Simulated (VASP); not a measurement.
# B6Ir (P6/mmm) in VASP: a series of runs

The runs below take B6Ir through relaxation of cell and atoms, single point, with PBE.

Program: VASP 6.6.1. These are calculated values, not measurements. Logs are shortened: lines on timing, memory, paths and dates and some standing lists are left out, and cuts for length are marked.

### 1 The cell of the first run

It takes space group P6/mmm (No. 191, hexagonal). Conventional cell: a = 4.123 Å, b = 4.123 Å, c = 3.874 Å, α = 90.00°, β = 90.00°, γ = 120.00°. B (site symmetry mm2) has 4 B at 1.24 to 1.66 Å within 1.7 Å. Ir (site symmetry 6/mmm) has 36 B at 2.55 to 3.41 Å within 3.5 Å.

The cell was generated, and may not be a known phase.

### 2 Relaxation of cell and atoms, PBE

The input, INCAR:

```
SYSTEM = B6Ir
PREC     = Accurate       ! precision mode
ENCUT    = 600            ! plane-wave cutoff, eV
EDIFF    = 1E-6           ! SCF threshold, eV
ISMEAR   = 0              ! smearing method
SIGMA    = 0.1            ! smearing width, eV
LREAL    = .False.        ! projectors in reciprocal space
LASPH    = .True.         ! aspherical terms in the spheres
NELM     = 60             ! most SCF steps
ALGO     = Normal         ! electronic algorithm
ISIF     = 3              ! what is computed and relaxed
LWAVE    = .False.        ! write WAVECAR
LCHARG   = .False.        ! write CHGCAR
GGA      = PE             ! functional
IBRION   = 2              ! ionic algorithm
NSW      = 90             ! ionic steps
EDIFFG   = -0.04          ! ionic threshold
```

The input, KPOINTS:

```
Automatic mesh
0
Gamma
  6 6 4
  0 0 0
```

The input, POSCAR:

```
B6Ir
1.0
    4.1229503400      0.0000000000      0.0000000000
   -2.0614751700      3.5705797300      0.0000000000
    0.0000000000      0.0000000000      3.8737167000
B Ir
6 1
Direct
    0.2331371500      0.7668628500      0.5000000000
    0.2331371500      0.4662743000      0.5000000000
    0.5337257000      0.7668628500      0.5000000000
    0.7668628500      0.2331371500      0.5000000000
    0.7668628500      0.5337257000      0.5000000000
    0.4662743000      0.2331371500      0.5000000000
    0.0000000000      0.0000000000      0.0000000000
```

Potentials or basis: VASP PAW PBE potentials, release 64 (B, Ir).

Command:

```console
cat potpaw_PBE.64/B/POTCAR potpaw_PBE.64/Ir/POTCAR > POTCAR
mpirun -np 1 vasp_std > vasp.out
```

OUTCAR:

```text
SYSTEM = B6Ir
   PREC = Accurate
   ENCUT = 600
   EDIFF = 1E-6
   ISMEAR = 0
   LREAL = .False.
   LASPH = .True.
   NELM = 60
   ISIF = 3
   GGA = PE
   IBRION = 2
   NSW = 90
   EDIFFG = -0.04

 ion  position               nearest neighbor table
   1  0.233  0.767  0.500-   2 1.24   3 1.24   6 1.66   5 1.66   4 2.08   4 2.08   7 2.55   7 2.55

   2  0.233  0.466  0.500-   1 1.24   3 1.24   4 1.66   6 1.66   5 2.08   5 2.08   7 2.55   7 2.55

   3  0.534  0.767  0.500-   2 1.24   1 1.24   4 1.66   5 1.66   6 2.08   6 2.08   7 2.55   7 2.55

   4  0.767  0.233  0.500-   5 1.24   6 1.24   3 1.66   2 1.66   1 2.08   1 2.08   7 2.55   7 2.55

   5  0.767  0.534  0.500-   4 1.24   6 1.24   1 1.66   3 1.66   2 2.08   2 2.08   7 2.55   7 2.55

   6  0.466  0.233  0.500-   5 1.24   4 1.24   1 1.66   2 1.66   3 2.08   3 2.08   7 2.55   7 2.55

   7  0.000  0.000  0.000-   2 2.55   5 2.55   2 2.55   5 2.55   1 2.55   4 2.55   4 2.55   1 2.55
                             3 2.55   3 2.55   6 2.55   6 2.55

  LATTYP: Found a hexagonal cell.
 ALAT       =     4.1229503400
 C/A-ratio  =     0.9395496866

  Lattice vectors:

 A1 = (   4.1229503400,   0.0000000000,   0.0000000000)
 A2 = (  -2.0614751700,   3.5705797300,   0.0000000000)
 A3 = (   0.0000000000,   0.0000000000,   3.8737167000)

Analysis of symmetry for initial positions (statically):
=====================================================================
 Subroutine PRICEL returns:
 Original cell was already a primitive cell.

 Routine SETGRP: Setting up the symmetry group for a
 hexagonal supercell.

 Subroutine GETGRP returns: Found 24 space group operations
 (whereof 24 operations were pure point group operations)
 out of a pool of 24 trial point group operations.

The static configuration has the point symmetry D_6h.

Analysis of symmetry for dynamics (positions and initial velocities):
=====================================================================
 Subroutine PRICEL returns:
 Original cell was already a primitive cell.

 Routine SETGRP: Setting up the symmetry group for a
 hexagonal supercell.

 Subroutine GETGRP returns: Found 24 space group operations
 (whereof 24 operations were pure point group operations)
 out of a pool of 24 trial point group operations.

The dynamic configuration has the point symmetry D_6h.

 Subroutine INISYM returns: Found 24 space group operations
 (whereof 24 operations are pure point group operations),
 and found     1 'primitive' translations

----------------------------------------------------------------------------------------

                                     Primitive cell

  volume of cell :      57.0262

  direct lattice vectors                    reciprocal lattice vectors
     4.122950340  0.000000000  0.000000000     0.242544760  0.140033282  0.000000000
    -2.061475170  3.570579730  0.000000000     0.000000000  0.280066565  0.000000000
     0.000000000  0.000000000  3.873716700     0.000000000  0.000000000  0.258150009

  length of vectors
     4.122950340  4.122950337  3.873716700     0.280066565  0.280066565  0.258150009

  position of ions in fractional coordinates (direct lattice)
     0.233137150  0.766862850  0.500000000
     0.233137150  0.466274300  0.500000000
     0.533725700  0.766862850  0.500000000
     0.766862850  0.233137150  0.500000000
     0.766862850  0.533725700  0.500000000
     0.466274300  0.233137150  0.500000000
     0.000000000  0.000000000  0.000000000

  ion indices of the primitive-cell ions
   primitive index   ion index
                 1           1
                 2           2
                 3           3
                 4           4
                 5           5
                 6           6
                 7           7

----------------------------------------------------------------------------------------

 KPOINTS: Automatic mesh

Automatic generation of k-mesh.
 Grid dimensions read from file:
 generate k-points for:    6    6    4

 Generating k-lattice:

  Cartesian coordinates                     Fractional coordinates (reciprocal lattice)
     0.040424127  0.023338880  0.000000000     0.166666667 -0.000000000  0.000000000
     0.000000000  0.046677761  0.000000000     0.000000000  0.166666667  0.000000000
     0.000000000  0.000000000  0.064537502     0.000000000  0.000000000  0.250000000

  Length of vectors
     0.046677761  0.046677761  0.064537502

  Shift w.r.t. Gamma in fractional coordinates (k-lattice)
     0.000000000  0.000000000  0.000000000

 Subroutine IBZKPT returns following result:
 ===========================================

 Found     21 irreducible k-points:

 Following reciprocal coordinates:
            Coordinates               Weight
  0.000000  0.000000  0.000000      1.000000
  0.166667  0.000000  0.000000      6.000000
  0.333333  0.000000  0.000000      6.000000
  0.500000  0.000000  0.000000      3.000000
  0.166667  0.166667  0.000000      6.000000
[... 20 lines left out ...]
   ENCUT  =  600.0 eV  44.10 Ry    6.64 a.u.   8.23  8.23  7.74*2*pi/ulx,y,z
   NELM   =     60;   NELMIN=  2; NELMDL= -5     # of ELM steps
   EDIFF  = 0.1E-05   stopping-criterion for ELM
   LREAL  =      F    real-space projection
   EDIFFG = -.4E-01   stopping-criterion for IOM
   NSW    =     90    number of steps for IOM
   IBRION =      2    ionic relax: 0-MD 1-quasi-New 2-CG
   NFREE  =      1    steps in history (QN), initial steepest desc. (CG)
   ISIF   =      3    stress and relaxation
   ISYM   =      2    0-nonsym 1-usesym 2-fastsym
   POTIM  = 0.5000    time-step for ionic-motion
   TEBEG  =    0.0;   TEEND  =   0.0 temperature during run
   PSTRESS=    0.0 pullay stress
   NELECT =      27.0000    total number of electrons
   NUPDOWN=      -1.0000    fix difference up-down
   EMIN   =  10.00;   EMAX   =-10.00  energy-range for DOS
   EFERMI =   0.00;   METHOD = LEGACY
   ISMEAR =     0;   SIGMA  =   0.10  broadening in eV -4-tet -1-fermi 0-gaus
   EFERMI_NEDOS =   21; number of points for ismear=-14 and -15
   IALGO  =     38    algorithm
   IMIX   =      4    mixing-type and parameters
     AMIX     =   0.40;   BMIX     =  1.00
     AMIX_MAG =   1.60;   BMIX_MAG =  1.00
  volume/ion in A,a.u.               =       8.15        54.98
  Fermi-wavevector in a.u.,A,eV,Ry     =   1.275962  2.411219 22.151371  1.628080
  Thomas-Fermi vector in A             =   2.408645
   LORBIT       =      0    0 simple, 1 ext, 2 COOP (PROOUT), +10 PAW based schemes
   GGA     = PE    functional components
   LHFCALC =     F    Hartree Fock is set to
   AEXX    =    0.0000 exact exchange contribution
   IVDW    =     0    specifies the selected vdW correction
   LEPSILON=     F    determine dielectric tensor
   LRPA    =     F    only Hartree local field effects (RPA)
 conjugate gradient relaxation of ions
 non-spin polarized calculation
 Gauss-broadening in eV      SIGMA  =   0.10
  energy-cutoff  :      600.00
  volume of cell :       57.03
 maximum number of plane-waves:      1929
 NGX is ok and might be reduce to    36
   NGX = 17   NGY = 17   NGZ = 15

--------------------------------------- Ionic step        1  -------------------------------------------

 number of electron      27.0000000 magnetization

 Free energy of the ion-electron system (eV)
  ---------------------------------------------------
  ext. energy  EPLUGINS =         0.00000000
  ---------------------------------------------------
  free energy    TOTEN  =       -28.07893289 eV

  energy without entropy =      -28.06349489  energy(sigma->0) =      -28.07121389

------------------------ aborting loop because EDIFF is reached ----------------------------------------

  FORCE on cell =-STRESS in cart. coord.  units (eV):
  Direction    XX          YY          ZZ          XY          YZ          ZX
  --------------------------------------------------------------------------------------
  -------------------------------------------------------------------------------------
  Total       67.4484792     67.4484791    -12.7061420      0.0000000     -0.0000000      0.0000000
  in kB     1894.9949173   1894.9949142   -356.9846917      0.0000000     -0.0000000      0.0000000
  external PRESSURE =    1144.3350466 kB  Pullay stress =       0.0000000 kB
[... 104 lines left out ...]
  FREE ENERGIE OF THE ION-ELECTRON SYSTEM (eV)
  ---------------------------------------------------
  free  energy   TOTEN  =       -18.1698833482 eV

  energy  without entropy=      -18.1558783467  energy(sigma->0) =      -18.16288085

 E-fermi :   0.7939     XC(G=0):  -7.8217

 val. band max:        0.7468863137   @ k =   0.1667   0.1667   0.0000
 cond. band min:       0.8215024706   @ k =   0.3333   0.3333   0.0000
 fundamental gap:      0.0746161568
 Fermi energy:         0.7938690832

 k-point     1 :       0.0000    0.0000    0.0000
  band No.  band energies     occupation
      1     -20.0086      2.00000
      2     -19.9857      2.00000
      3      -9.6859      2.00000
      4      -9.6859      2.00000
      5      -8.9600      2.00000
      6      -8.9600      2.00000
[... 397 lines left out ...]
      4      -9.2939      2.00000
      5      -9.2939      2.00000
      6      -8.8631      2.00000
[... 9 lines left out ...]
     16       1.9713      0.00000
     17       2.1857      0.00000

[... ionic steps 4 to 29 ...]

--------------------------------------- Ionic step       30  -------------------------------------------

 number of electron      26.9999999 magnetization

------------------------ aborting loop because EDIFF is reached ----------------------------------------
[... 77 lines left out ...]
--------------------------------------- Ionic step       32  -------------------------------------------

 number of electron      26.9999999 magnetization

 Free energy of the ion-electron system (eV)
  ---------------------------------------------------
  ext. energy  EPLUGINS =         0.00000000
  ---------------------------------------------------
  free energy    TOTEN  =       -47.09423271 eV

  energy without entropy =      -47.09137441  energy(sigma->0) =      -47.09280356

 E-fermi :   7.2014     XC(G=0): -11.7740

 val. band max:        7.0609781304   @ k =   0.5000   0.0000   0.2500
 cond. band min:       7.3007319948   @ k =   0.3333   0.0000   0.2500
 fundamental gap:      0.2397538644
 Fermi energy:         7.2014376061

 k-point     1 :       0.0000    0.0000    0.0000
  band No.  band energies     occupation
      1      -8.2777      2.00000
      2      -2.5681      2.00000
      3      -2.3685      2.00000
      4      -2.3685      2.00000
      5      -1.2435      2.00000
      6      -0.4631      2.00000
[... 443 lines left out ...]
  FREE ENERGIE OF THE ION-ELECTRON SYSTEM (eV)
  ---------------------------------------------------
  free  energy   TOTEN  =       -47.0942327133 eV

  energy  without entropy=      -47.0913744105  energy(sigma->0) =      -47.09280356

 reached required accuracy - stopping structural energy minimisation
```

Run time: 5.2 min. Hardware: 1 thread of AMD EPYC 9R45 (Zen 5), shared host; peak memory 0.19 GiB.

Results:

| Property | Result |
| --- | --- |
| Free energy | -47.0942 eV |
| Relaxed volume | 8.81 Å³/atom |
| Relaxed cell | a = 4.678 Å, b = 4.678 Å, c = 3.255 Å, α = 90.00°, β = 90.00°, γ = 120.00° |
| Space group after relaxing (to 0.1 Å) | P6/mmm (No. 191) |
| Pressure after relaxing | 0.1 GPa |
| Largest force after relaxing | 0.018 eV/Å |
| Band gap on the k mesh | zero (an odd number of electrons rules out a gap without spin polarisation) |

Forces in eV/Å, atoms in the order of the input:
```
B   -0.016  0.009  0.000
B    0.000 -0.018  0.000
B    0.016  0.009  0.000
B    0.016 -0.009  0.000
B    0.000  0.018  0.000
B   -0.016 -0.009  0.000
Ir   0.000  0.000  0.000
```

Stress tensor (GPa, compression positive):
```
0.15 0.00 0.00
0.00 0.15 0.00
0.00 0.00 0.04
```

Final structure:
```
CELL_PARAMETERS angstrom
4.67807 0.00000 0.00000
-2.33904 4.05133 0.00000
0.00000 0.00000 3.25479
ATOMIC_POSITIONS crystal
B 0.20633 0.79367 0.50000
B 0.20633 0.41266 0.50000
B 0.58734 0.79367 0.50000
B 0.79367 0.20633 0.50000
B 0.79367 0.58734 0.50000
B 0.41266 0.20633 0.50000
Ir 0.00000 0.00000 0.00000
```

Levels at points of the mesh, in eV from the Fermi level:
| k point | band 9 | band 10 | band 11 | band 12 | band 13 | band 14 | band 15 | band 16 | band 17 |
| --- | --- | --- | --- | --- | --- | --- | --- | --- | --- |
| (0.00, 0.00, 0.00) | -4.88 | -3.97 | -3.33 | -2.50 | -2.50 | 1.03 | 3.40 | 4.32 | 5.38 |
| (0.50, 0.00, 0.00) | -4.94 | -4.66 | -4.40 | -2.05 | -1.66 | 1.24 | 1.26 | 2.36 | 3.14 |
| (0.00, 0.00, 0.50) | -4.56 | -4.56 | -2.20 | -0.93 | -0.93 | 0.11 | 1.29 | 1.59 | 1.59 |
| (0.50, 0.00, 0.50) | -4.63 | -3.97 | -3.52 | -2.21 | -2.17 | -1.68 | 0.23 | 1.41 | 1.56 |

Caveat: the k points lie up to 0.48 Å⁻¹ apart in the final cell, too coarse for converged energies and pressures of a metal; a cell axis changed by over 15 % at a fixed basis, so the end point is rough; spin-orbit coupling is left out, which moves the levels of the heavy elements.

### 3 Relaxation of cell and atoms, PBE

This run uses another cell than the first one, of 8.81 Å³/atom.

The input, INCAR:

```
  ALGO = Normal
  EDIFF = 1E-6
  EDIFFG = -0.04
  ENCUT = 600
  GGA = PE
  IBRION = 2
  ISIF = 3
  ISMEAR = 0
  LASPH = True
  LCHARG = False
  LREAL = False
  LWAVE = False
  NELM = 60
  NSW = 90
  PREC = Accurate
  SIGMA = 0.1
```

The input, KPOINTS:

```
k-points
0
Gamma
  6 6 6
```

The input, POSCAR:

```
B6Ir
1.0
    4.6786546481      0.0000000000      0.0000000000
   -2.3393273241      4.0518337808      0.0000000000
    0.0000000000      0.0000000000      3.2520034857
B Ir
6 1
Direct
    0.2060965564      0.7939034436      0.5000000000
    0.2060965564      0.4121931128      0.5000000000
    0.5878068872      0.7939034436      0.5000000000
    0.7939034436      0.2060965564      0.5000000000
    0.7939034436      0.5878068872      0.5000000000
    0.4121931128      0.2060965564      0.5000000000
    0.0000000000      0.0000000000      0.0000000000
```

Potentials or basis: VASP PAW PBE potentials, release 64 (B, Ir).

Command:

```console
cat potpaw_PBE.64/B/POTCAR potpaw_PBE.64/Ir/POTCAR > POTCAR
mpirun -np 1 vasp_std > vasp.out
```

Wall time 47 s (1 thread of AMD EPYC 9R45 (Zen 5), shared host); peak memory 0.18 GiB.

Results (log left out):

```
Free energy                           : -47.1168 eV
Relaxed volume                        : 8.83 Å³/atom
Relaxed cell                          : a = 4.687 Å, b = 4.687 Å, c = 3.249 Å, α = 90.00°, β = 90.00°, γ = 120.00°
Space group after relaxing (to 0.1 Å) : P6/mmm (No. 191)
Energy gained by relaxing             : 0.5 meV/atom
Ionic steps                           : 3
Pressure after relaxing               : 0.2 GPa
Largest force after relaxing          : 0.015 eV/Å
Band gap on the k mesh                : zero (an odd number of electrons rules out a gap without spin polarisation)
```

Forces in eV/Å, atoms in the order of the input:
```
B    0.013 -0.007  0.000
B    0.000  0.015  0.000
B   -0.013 -0.007  0.000
B   -0.013  0.007  0.000
B    0.000 -0.015  0.000
B    0.013  0.007  0.000
Ir   0.000  0.000  0.000
```

Stress tensor (GPa, compression positive):
```
0.35 0.00 0.00
0.00 0.35 0.00
0.00 0.00 0.05
```

The path:
```csv
step,energy change (eV),largest force (eV/Å),pressure (GPa),volume (Å³)
1,0.0000,0.1863,0.52,61.65
2,-0.0021,0.1472,0.08,61.91
3,-0.0038,0.0149,0.25,61.80
```

Final structure:
```
CELL_PARAMETERS angstrom
4.68668 0.00000 0.00000
-2.34334 4.05879 0.00000
0.00000 0.00000 3.24898
ATOMIC_POSITIONS crystal
B 0.20543 0.79457 0.50000
B 0.20543 0.41086 0.50000
B 0.58914 0.79457 0.50000
B 0.79457 0.20543 0.50000
B 0.79457 0.58914 0.50000
B 0.41086 0.20543 0.50000
Ir 0.00000 0.00000 0.00000
```

Levels at points of the mesh, in eV from the Fermi level:
| k point | band 11 | band 12 | band 13 | band 14 | band 15 | band 16 |
| --- | --- | --- | --- | --- | --- | --- |
| (0.00, 0.00, 0.00) | -3.39 | -2.57 | -2.57 | 0.88 | 3.50 | 4.30 |
| (0.50, 0.00, 0.00) | -4.49 | -2.08 | -1.68 | 1.14 | 1.28 | 2.36 |
| (0.00, 0.00, 0.50) | -2.30 | -1.04 | -1.04 | 0.14 | 1.14 | 1.52 |
| (0.50, 0.00, 0.50) | -3.47 | -2.28 | -2.27 | -1.78 | 0.24 | 1.39 |

Caveat: spin-orbit coupling is left out, which moves the levels of the heavy elements.

### 4 Single point, PBE

This run uses another cell than the first one, of 8.83 Å³/atom.

The input, INCAR:

```
ALGO = Normal
EDIFF = 1E-6
ENCUT = 520
GGA = PE
ISIF = 2
ISMEAR = 0
LASPH = True
LCHARG = True
LELF = True
LREAL = False
LVHAR = True
LWAVE = False
NBANDS = 22
NELM = 100
PREC = Accurate
SIGMA = 0.1
```

The input, KPOINTS:

```
k-points
0
Gamma
  12 12 12
```

The input, POSCAR:

```
B6Ir
1.0
    4.6870028245      0.0000000000      0.0000000000
   -2.3435014122      4.0590635137      0.0000000000
    0.0000000000      0.0000000000      3.2474638923
B Ir
6 1
Direct
    0.2054407414      0.7945592586      0.5000000000
    0.2054407414      0.4108814828      0.5000000000
    0.5891185172      0.7945592586      0.5000000000
    0.7945592586      0.2054407414      0.5000000000
    0.7945592586      0.5891185172      0.5000000000
    0.4108814828      0.2054407414      0.5000000000
    0.0000000000      0.0000000000      0.0000000000
```

Command:

```console
cat potpaw_PBE.64/B/POTCAR potpaw_PBE.64/Ir/POTCAR > POTCAR
mpirun -np 1 vasp_std > vasp.out
```

Wall time 94 s (1 thread of AMD EPYC 9R45 (Zen 5), shared host); peak memory 0.26 GiB.

The run converged. Its results:

| Property | Result |
| --- | --- |
| Free energy | -47.1138 eV |
| Pressure | 0.3 GPa |
| Largest force | 0.056 eV/Å |
| Band gap on the k mesh | zero (an odd number of electrons rules out a gap without spin polarisation) |

Forces on the atoms (eV/Å):
```
B    0.048 -0.028  0.000
B    0.000  0.056  0.000
B   -0.048 -0.028  0.000
B   -0.048  0.028  0.000
B    0.000 -0.056  0.000
B    0.048  0.028  0.000
Ir   0.000  0.000  0.000
```

Stress tensor (GPa, compression positive):
```
0.24 0.00 0.00
0.00 0.24 0.00
0.00 0.00 0.54
```

Levels at points of the mesh, in eV from the Fermi level:
```
           k point  band 9  band 10  band 11  band 12  band 13  band 14  band 15  band 16  band 17  band 18
(0.00, 0.00, 0.00)   -4.99    -3.95    -3.40    -2.57    -2.57     0.86     3.49     4.29     4.29     5.28
(0.50, 0.00, 0.00)   -5.01    -4.70    -4.50    -2.09    -1.68     1.14     1.28     2.35     3.12     4.97
(0.00, 0.00, 0.50)   -4.66    -4.66    -2.29    -1.05    -1.05     0.13     1.12     1.52     1.52     4.41
(0.50, 0.00, 0.50)   -4.74    -4.08    -3.48    -2.30    -2.27    -1.79     0.24     1.38     1.47     3.50
```

Caveat: spin-orbit coupling is left out, which moves the levels of the heavy elements.

### 5 Overview

```tsv
task	cell	k mesh	cutoff (eV)	gap on the mesh (eV)	pressure (GPa)	relaxed volume (Å³/atom)	largest force (eV/Å)
relaxation of cell and atoms	relaxed from a = 4.123, b = 4.123, c = 3.874 Å, angles 90.0, 90.0, 120.0°, 7 atoms, atomic positions A	6 × 6 × 4	600	none	0.1	8.81	0.02
relaxation of cell and atoms	relaxed from a = 4.679, b = 4.679, c = 3.252 Å, angles 90.0, 90.0, 120.0°, 7 atoms, atomic positions B	6 × 6 × 6	600	none	0.2	8.83	0.01
single point	a = 4.687, b = 4.687, c = 3.247 Å, angles 90.0, 90.0, 120.0°, 7 atoms, atomic positions C	12 × 12 × 12	520	none	0.3	-	0.06
```

Alike in all rows: level PBE; potentials or basis VASP PAW PBE potentials, release 64 (B, Ir); no spin polarisation; smearing gaussian 0.1 eV.

Caveats: some runs use coarse meshes; spin-orbit coupling is left out, which moves the levels of the heavy elements; a cell axis changed by over 15 % at a fixed basis, so the end point is rough (at least some runs).

Total energies depend on the potentials used, so only differences within one code and one set of settings carry meaning.

The gap in the log of VASP goes by the Fermi energy; the results here count the filled bands.